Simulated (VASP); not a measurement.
# SnGe2 (P6_422) in VASP: single point with PBEsol

Aim: the single point of SnGe2 with PBEsol.

All numbers are computed with VASP 6.6.1; they aren't measurements. Logs are shortened: lines on timing, memory, paths and dates and some standing lists are left out, and cuts for length are marked.

## 1. The cell of the first run

The structure is hexagonal, space group P6_422 (No. 181). The conventional cell has a = 5.242 Å, b = 5.242 Å, c = 7.302 Å, α = 90.00°, β = 90.00°, γ = 120.00°. Sn (site symmetry 222) has 10 Ge at 2.88 to 3.07 Å and 4 Sn at 3.58 Å within 3.8 Å. Ge (site symmetry 2) has 9 Ge at 2.84 to 3.63 Å and 5 Sn at 2.88 to 3.07 Å within 3.7 Å.

## 2. Single point, PBEsol

Input file INCAR:

```
  ALGO = Normal
  EDIFF = 1E-6
  ENCUT = 520
  GGA = PS
  ISIF = 2
  ISMEAR = 0
  LASPH = True
  LCHARG = False
  LREAL = False
  LWAVE = False
  NBANDS = 73
  NELM = 80
  PREC = Accurate
  SIGMA = 0.1097
```

Input file KPOINTS:

```
k-points
0
Gamma
  8 8 5
```

Input file POSCAR:

```
SnGe2
1.0
    5.2420900000      0.0000000000      0.0000000000
   -2.6210450000      4.5397870000      0.0000000000
    0.0000000000      0.0000000000      7.3020270000
Sn Ge
3 6
Direct
    0.5000000000      0.5000000000      0.1667000000
    0.0000000000      0.5000000000      0.8333700000
    0.5000000000      0.0000000000      0.5000300000
    0.8382000000      0.1618000000      0.1667000000
    0.6764000000      0.8382000000      0.8333700000
    0.8382000000      0.6764000000      0.5000300000
    0.1618000000      0.8382000000      0.1667000000
    0.3236000000      0.1618000000      0.8333700000
    0.1618000000      0.3236000000      0.5000300000
```

Potentials or basis: VASP PAW PBE potentials, release 64 (Sn_d, Ge_d).

Started as:

```
> cat potpaw_PBE.64/Sn_d/POTCAR potpaw_PBE.64/Ge_d/POTCAR > POTCAR
> mpirun -np 1 vasp_std > vasp.out
```

OUTCAR:

```text
EDIFF = 1E-6
   ENCUT = 520
   GGA = PS
   ISIF = 2
   ISMEAR = 0
   LASPH = True
   LREAL = False
   NELM = 80
   PREC = Accurate

 ion  position               nearest neighbor table
   1  0.500  0.500  0.167-   6 2.88   9 2.88   8 2.88   5 2.88   7 3.00   4 3.00   7 3.00   4 3.00
                             4 3.07   7 3.07   2 3.58   2 3.58   3 3.58   3 3.58
   2  0.000  0.500  0.833-   4 2.88   7 2.88   6 2.88   9 2.88   8 3.00   5 3.00   8 3.00   5 3.00
                             5 3.07   8 3.07   1 3.58   1 3.58   3 3.58   3 3.58
   3  0.500  0.000  0.500-   4 2.88   7 2.88   5 2.88   8 2.88   9 3.00   6 3.00   9 3.00   6 3.00
                             9 3.07   6 3.07   1 3.58   1 3.58   2 3.58   2 3.58
   4  0.838  0.162  0.167-   9 2.84   5 2.84   3 2.88   2 2.88   1 3.00   1 3.00   1 3.07
   5  0.676  0.838  0.833-   4 2.84   6 2.84   1 2.88   3 2.88   2 3.00   2 3.00   2 3.07
   6  0.838  0.676  0.500-   7 2.84   5 2.84   1 2.88   2 2.88   3 3.00   3 3.00   3 3.07
   7  0.162  0.838  0.167-   6 2.84   8 2.84   3 2.88   2 2.88   1 3.00   1 3.00   1 3.07
   8  0.324  0.162  0.833-   7 2.84   9 2.84   1 2.88   3 2.88   2 3.00   2 3.00   2 3.07
   9  0.162  0.324  0.500-   4 2.84   8 2.84   1 2.88   2 2.88   3 3.00   3 3.00   3 3.07

  LATTYP: Found a hexagonal cell.
 ALAT       =     5.2420900000
 C/A-ratio  =     1.3929610136

  Lattice vectors:

 A1 = (   5.2420900000,   0.0000000000,   0.0000000000)
 A2 = (  -2.6210450000,   4.5397870000,   0.0000000000)
 A3 = (   0.0000000000,   0.0000000000,   7.3020270000)

Analysis of symmetry for initial positions (statically):
=====================================================================
 Subroutine PRICEL returns:
 Original cell was already a primitive cell.

 Routine SETGRP: Setting up the symmetry group for a
 hexagonal supercell.

 Subroutine GETGRP returns: Found  4 space group operations
 (whereof  2 operations were pure point group operations)
 out of a pool of 24 trial point group operations.

The static configuration has the point symmetry C_2 .
 The point group associated with its full space group is D_2 .

Analysis of symmetry for dynamics (positions and initial velocities):
=====================================================================
 Subroutine PRICEL returns:
 Original cell was already a primitive cell.

 Routine SETGRP: Setting up the symmetry group for a
 hexagonal supercell.

 Subroutine GETGRP returns: Found  4 space group operations
 (whereof  2 operations were pure point group operations)
 out of a pool of 24 trial point group operations.

The dynamic configuration has the point symmetry C_2 .
 The point group associated with its full space group is D_2 .

 Subroutine INISYM returns: Found  4 space group operations
 (whereof  2 operations are pure point group operations),
 and found     1 'primitive' translations

----------------------------------------------------------------------------------------

                                     Primitive cell

  volume of cell :     173.7734

  direct lattice vectors                    reciprocal lattice vectors
     5.242090000  0.000000000  0.000000000     0.190763608  0.110137326  0.000000000
    -2.621045000  4.539787000  0.000000000     0.000000000  0.220274652  0.000000000
     0.000000000  0.000000000  7.302027000     0.000000000  0.000000000  0.136948275

  length of vectors
     5.242090000  5.242093370  7.302027000     0.220274793  0.220274652  0.136948275

  position of ions in fractional coordinates (direct lattice)
     0.500000000  0.500000000  0.166700000
     0.000000000  0.500000000  0.833370000
     0.500000000  0.000000000  0.500030000
     0.838200000  0.161800000  0.166700000
     0.676400000  0.838200000  0.833370000
     0.838200000  0.676400000  0.500030000
     0.161800000  0.838200000  0.166700000
     0.323600000  0.161800000  0.833370000
     0.161800000  0.323600000  0.500030000

  ion indices of the primitive-cell ions
   primitive index   ion index
                 1           1
                 2           2
                 3           3
                 4           4
                 5           5
                 6           6
                 7           7
                 8           8
                 9           9

----------------------------------------------------------------------------------------

 KPOINTS: k-points

Automatic generation of k-mesh.
 Grid dimensions read from file:
 generate k-points for:    8    8    5

 Generating k-lattice:

  Cartesian coordinates                     Fractional coordinates (reciprocal lattice)
     0.023845451  0.013767166  0.000000000     0.125000000  0.000000000  0.000000000
     0.000000000  0.027534331  0.000000000     0.000000000  0.125000000  0.000000000
     0.000000000  0.000000000  0.027389655     0.000000000  0.000000000  0.200000000

  Length of vectors
     0.027534349  0.027534331  0.027389655

  Shift w.r.t. Gamma in fractional coordinates (k-lattice)
     0.000000000  0.000000000  0.000000000

 Subroutine IBZKPT returns following result:
 ===========================================

 Found     63 irreducible k-points:

 Following reciprocal coordinates:
            Coordinates               Weight
  0.000000  0.000000  0.000000      1.000000
  0.125000 -0.000000  0.000000      4.000000
 -0.125000  0.125000  0.000000      2.000000
  0.250000 -0.000000  0.000000      4.000000
 -0.250000  0.250000  0.000000      2.000000
  0.375000 -0.000000  0.000000      4.000000
[... 16 lines left out ...]
  0.125000 -0.000000  0.200000      8.000000
 -0.125000  0.125000  0.200000      4.000000
 [... further k-points ...]
   k-points           NKPTS =     63   k-points in BZ     NKDIM =     63   number of bands    NBANDS=     73
   number of dos      NEDOS =    301   number of ions     NIONS =      9
   total plane-waves  NPLWV =  86400
   dimension x,y,z NGX =    40 NGY =   40 NGZ =   54
   dimension x,y,z NGXF=    80 NGYF=   80 NGZF=  108
   ions per type =               3   6
   NGX,Y,Z   is equivalent  to a cutoff of  12.69, 12.69, 12.29 a.u.
   NGXF,Y,Z  is equivalent  to a cutoff of  25.37, 25.37, 24.59 a.u.
 SYSTEM =  unknown system
   PREC   = accura    normal or accurate (medium, high low for compatibility)
   ISTART =      0    job   : 0-new  1-cont  2-samecut
   ICHARG =      2    charge: 1-file 2-atom 10-const
   ISPIN  =      1    spin polarized calculation?
   LNONCOLLINEAR =      F non collinear calculations
   LSORBIT =      F    spin-orbit coupling
   LASPH  =      T    aspherical Exc in radial PAW
   ENCUT  =  520.0 eV  38.22 Ry    6.18 a.u.   9.75  9.75 13.58*2*pi/ulx,y,z
   NELM   =     80;   NELMIN=  2; NELMDL= -5     # of ELM steps
   EDIFF  = 0.1E-05   stopping-criterion for ELM
   LREAL  =      F    real-space projection
   EDIFFG = 0.1E-04   stopping-criterion for IOM
   NSW    =      0    number of steps for IOM
   IBRION =     -1    ionic relax: 0-MD 1-quasi-New 2-CG
   NFREE  =      0    steps in history (QN), initial steepest desc. (CG)
   ISIF   =      2    stress and relaxation
   ISYM   =      2    0-nonsym 1-usesym 2-fastsym
   POTIM  = 0.5000    time-step for ionic-motion
   TEBEG  =    0.0;   TEEND  =   0.0 temperature during run
   PSTRESS=    0.0 pullay stress
   NELECT =     126.0000    total number of electrons
   NUPDOWN=      -1.0000    fix difference up-down
   EMIN   =  10.00;   EMAX   =-10.00  energy-range for DOS
   EFERMI =   0.00;   METHOD = LEGACY
   ISMEAR =     0;   SIGMA  =   0.11  broadening in eV -4-tet -1-fermi 0-gaus
   EFERMI_NEDOS =   21; number of points for ismear=-14 and -15
   IALGO  =     38    algorithm
   IMIX   =      4    mixing-type and parameters
     AMIX     =   0.40;   BMIX     =  1.00
     AMIX_MAG =   1.60;   BMIX_MAG =  1.00
  volume/ion in A,a.u.               =      19.31       130.30
  Fermi-wavevector in a.u.,A,eV,Ry     =   1.470744  2.779304 29.430616  2.163089
  Thomas-Fermi vector in A             =   2.585964
   LORBIT       =      0    0 simple, 1 ext, 2 COOP (PROOUT), +10 PAW based schemes
   GGA     = PS    functional components
   LHFCALC =     F    Hartree Fock is set to
   AEXX    =    0.0000 exact exchange contribution
   IVDW    =     0    specifies the selected vdW correction
   LEPSILON=     F    determine dielectric tensor
   LRPA    =     F    only Hartree local field effects (RPA)
 non-spin polarized calculation
 Gauss-broadening in eV      SIGMA  =   0.11
  energy-cutoff  :      520.00
  volume of cell :      173.77
 maximum number of plane-waves:      4707
   NGX = 19   NGY = 19   NGZ = 27

 number of electron     125.9999977 magnetization

 Free energy of the ion-electron system (eV)
  ---------------------------------------------------
  ext. energy  EPLUGINS =         0.00000000
  ---------------------------------------------------
  free energy    TOTEN  =       -39.93425692 eV

  energy without entropy =      -39.90841331  energy(sigma->0) =      -39.92133511

 E-fermi :   8.5533     XC(G=0): -11.6175

 val. band max:        8.5361613647   @ k =  -0.2500   0.5000   0.4000
 cond. band min:       8.5542236075   @ k =   0.5000   0.5000   0.0000
 fundamental gap:      0.0180622427
 Fermi energy:         8.5533217192

 k-point     1 :       0.0000    0.0000    0.0000
  band No.  band energies     occupation
      1     -16.1662      2.00000
      2     -16.1375      2.00000
      3     -16.1375      2.00000
      4     -16.1199      2.00000
      5     -16.1199      2.00000
      6     -16.1186      2.00000
[... 65 lines left out ...]
     72      13.1495      0.00000
     73      13.8405      0.00000

 k-point     2 :       0.1250   -0.0000    0.0000
  band No.  band energies     occupation
      1     -16.1651      2.00000
      2     -16.1370      2.00000
      3     -16.1365      2.00000
      4     -16.1257      2.00000
      5     -16.1221      2.00000
      6     -16.1183      2.00000
[... 1664 lines left out ...]
 k-point    24 :      -0.1250    0.1250    0.2000
  band No.  band energies     occupation
      1     -16.1603      2.00000
      2     -16.1378      2.00000
      3     -16.1338      2.00000
      4     -16.1326      2.00000
      5     -16.1207      2.00000
      6     -16.1205      2.00000
[... 65 lines left out ...]
     72      12.5180      0.00000
     73      13.8205      0.00000

 [... further k-points ...]
[... 5 lines left out ...]
  --------------------------------------------------------------------------------------
  -------------------------------------------------------------------------------------
  Total        7.2144067      7.2146678     11.7809537      0.0002154      0.0000000      0.0000000
  in kB       66.5162596     66.5186669    108.6194623      0.0019860      0.0000000      0.0000000
  external PRESSURE =      80.5514629 kB  Pullay stress =       0.0000000 kB

 VOLUME and BASIS-vectors are now :
 -----------------------------------------------------------------------------
  energy-cutoff  :      520.00
  volume of cell :      173.77
      direct lattice vectors                 reciprocal lattice vectors
     5.242090000  0.000000000  0.000000000     0.190763608  0.110137326  0.000000000
    -2.621045000  4.539787000  0.000000000     0.000000000  0.220274652  0.000000000
     0.000000000  0.000000000  7.302027000     0.000000000  0.000000000  0.136948275

 POSITION                                       TOTAL-FORCE (eV/Angst)
 -----------------------------------------------------------------------------------
      1.31052      2.26989      1.21725         0.000000      0.000000      0.000000
     -1.31052      2.26989      6.08529         0.000000      0.000000     -0.000236
      2.62105      0.00000      3.65123         0.000000      0.000000      0.000236
      3.96983      0.73454      1.21725         0.048345     -0.027912      0.000000
      1.34879      3.80525      6.08529         0.048314      0.027925     -0.000151
      2.62105      3.07071      3.65123         0.000027      0.055804      0.000151
     -1.34879      3.80525      1.21725        -0.048345      0.027912      0.000000
      1.27226      0.73454      6.08529        -0.048314     -0.027925     -0.000151
      0.00000      1.46908      3.65123        -0.000027     -0.055804      0.000151
 -----------------------------------------------------------------------------------
    total drift:                               -0.000000      0.000000     -0.000019

  FREE ENERGIE OF THE ION-ELECTRON SYSTEM (eV)
  ---------------------------------------------------
  free  energy   TOTEN  =       -39.9342569185 eV

  energy  without entropy=      -39.9084133107  energy(sigma->0) =      -39.92133511
```

It took 18 min on 1 thread of Oxide Virtual Turin-like, shared host; peak memory 0.62 GiB.

Results:

```
Free energy            : -39.9343 eV
Pressure               : 8.1 GPa
Largest force          : 0.056 eV/Å
Band gap on the k mesh : zero (bands 63 and 64 overlap by 2.84 eV)
```

Forces on the atoms (eV/Å):
```
Sn   0.000  0.000  0.000
Sn   0.000  0.000  0.000
Sn   0.000  0.000  0.000
Ge   0.048 -0.028  0.000
Ge   0.048  0.028  0.000
Ge   0.000  0.056  0.000
Ge  -0.048  0.028  0.000
Ge  -0.048 -0.028  0.000
Ge   0.000 -0.056  0.000
```

Levels at points of the mesh, in eV from the Fermi level:
| k point | band 59 | band 60 | band 61 | band 62 | band 63 | band 64 | band 65 | band 66 | band 67 | band 68 |
| --- | --- | --- | --- | --- | --- | --- | --- | --- | --- | --- |
| (0.00, 0.00, 0.00) | -2.87 | -2.59 | -2.56 | -2.56 | -1.94 | -1.94 | -1.51 | -1.51 | -1.34 | -1.34 |
| (0.50, 0.00, 0.00) | -0.34 | -0.11 | 0.00 | 0.12 | 0.28 | 0.34 | 0.66 | 2.13 | 2.38 | 2.46 |
| (0.50, 0.50, 0.00) | -0.34 | -0.11 | 0.00 | 0.12 | 0.28 | 0.34 | 0.66 | 2.13 | 2.38 | 2.46 |

Caveat: the cell stands under pressure; the PAW data sets were made with another functional, which shifts forces and pressure a little; spin-orbit coupling is left out, which moves the levels of the heavy elements.
